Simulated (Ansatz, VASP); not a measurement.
# Sc: VASP beside Ansatz

```
CELL_PARAMETERS angstrom
0.00000 2.43150 2.43150
2.43150 0.00000 2.43150
2.43150 2.43150 0.00000
ATOMIC_POSITIONS crystal
Sc 0.00000 0.00000 0.00000
```

Alike in both runs: task single point; functional PBE; k mesh 8 × 8 × 8; collinear spin.

|  | VASP | Ansatz |
| --- | --- | --- |
| version | VASP 6.6.1 | Ansatz 0.2 development build |
| potentials or method | VASP PAW PBE potentials, release 64 (Sc_sv) | PAW hard, scalar-relativistic |
| plane-wave cutoff (eV) | 500 | 610 |
| occupations | fermi-dirac, width 0.1 eV | fermi-dirac |

|  | VASP | Ansatz | Ansatz less VASP |
| --- | --- | --- | --- |
| net moment per atom (μB) | 0.00 | 0.00 | 0.000 |
